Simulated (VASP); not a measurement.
The system is Br.

```
Br
1.0
     3.32809   -1.95172    0.00000
     3.32809    1.95172    0.00000
     0.00000    0.00000    8.47323
Br
4
Direct
  0.84067 0.15933 0.12092
  0.65933 0.34067 0.62092
  0.15933 0.84067 0.87908
  0.34067 0.65933 0.37908
```

Base run:

```yaml
Program: VASP 6.6.1
Functional: LDA
Potentials_or_basis: VASP PAW LDA potentials, release 64 (Br)
Cutoff: 520 eV
k_mesh: 9 × 9 × 4
Occupations: methfessel-paxton, width 1 eV
Spin: no spin polarisation
```

Its results: band gap on the k mesh 0.99 eV (least direct gap 1.17 eV); pressure -0.6 GPa; largest force 0.068 eV/Å.

Problem. The run is repeated on the same cell with these changes: occupations from methfessel-paxton, width 1 eV to methfessel-paxton, width 0.6 eV. What comes out?

Solution. Band gap on the k mesh 1.00 eV (least direct gap 1.19 eV); pressure -0.1 GPa; largest force 0.040 eV/Å.

Caveats: so wide a smearing shifts energies and pressures.

A k mesh can miss the band edges.
